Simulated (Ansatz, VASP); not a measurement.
## Two plane-wave programs on C

```
C
1.0
     0.00000    1.81529    1.81529
     1.81529    0.00000    1.81529
     1.81529    1.81529    0.00000
C
2
Direct
  0.00000 0.00000 0.00000
  0.25000 0.25000 0.25000
```

Change from the starting cell: volume scaled by 1.06, PAW files.

Alike in both runs: task electric field gradients; functional r2SCAN; k mesh 14 × 14 × 14; occupations fermi-dirac, width 0.03 eV; no spin polarisation.

|  | VASP | Ansatz |
| --- | --- | --- |
| version | VASP 6.6.1 | Ansatz 0.2.0 |
| potentials or method | VASP PAW PBE potentials, release 64 (C) | PAW with Ansatz's default frozen-core files, scalar-relativistic |
| plane-wave cutoff (eV) | 520 | 500 |
| valence electrons in the cell | 8 | 8 |

```tsv
	VASP	Ansatz	Ansatz less VASP
gap on the k mesh at the Fermi level (eV)	4.20	4.23	+0.026
pressure (GPa)	-22.8	-23.7	-0.90
```

VASP's potentials were made for PBE, not for r2SCAN. With one functional, cell and mesh, what is left measures potentials, basis and numerics.
